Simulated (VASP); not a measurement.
Wanted: the native input for a VASP 6.6.1 run.

- Task: electric field gradients
- Functional: PBEsol
- Potentials or basis: VASP PAW PBE potentials, release 64 (Ga_d, N)
- Cutoff: 520 eV
- k mesh: 13 × 13 × 13
- Occupations: fermi-dirac, width 0.02 eV
- Spin: no spin polarisation
- Dipole correction: no
- Further INCAR settings: ALGO = Normal; EDIFF = 1e-08; NBANDS = 16

The structure of GaN lies in POSCAR:

```
GaN
1.0
    0.0000000000      1.9858360706      1.9858360706
    1.9858360706      0.0000000000      1.9858360706
    1.9858360706      1.9858360706      0.0000000000
Ga N
1 1
Direct
    0.5000000000      0.5000000000      0.5000000000
    0.0000000000      0.0000000000      0.0000000000
```

This cell differs from its parent crystal: volume scaled by 0.99.

One way to write it, as run:

INCAR

```
PREC = Accurate
ENCUT = 520
EDIFF = 1E-8
ISMEAR = -1
SIGMA = 0.02
LREAL = False
LASPH = True
NELM = 60
ALGO = Normal
ISIF = 2
LWAVE = False
LCHARG = False
GGA = PS
LEFG = True
NBANDS = 16
```

KPOINTS

```
Automatic mesh
0
Gamma
  13 13 13
```

Potentials or basis: VASP PAW PBE potentials, release 64 (Ga_d, N).

Command:

```sh
$ cat potpaw_PBE.64/Ga_d/POTCAR potpaw_PBE.64/N/POTCAR > POTCAR
$ mpirun -np 1 vasp_std > vasp.out
```

Results of the run:

```
Pressure               : 64.3 GPa
Band gap on the k mesh : 1.89 eV, indirect (least direct gap 5.37 eV)
```

Caveat: without QUAD_EFG the Cq values of the log hold for a quadrupole moment of 1 mb, not for the nuclei; the PAW data sets were made with another functional, which shifts forces and pressure a little.

Wall time 22 s on 1 thread of Intel(R) Xeon(R) Platinum 8259CL CPU @ 2.50GHz (Skylake/Cascade Lake), with other jobs on the host, peak memory 0.15 GiB.
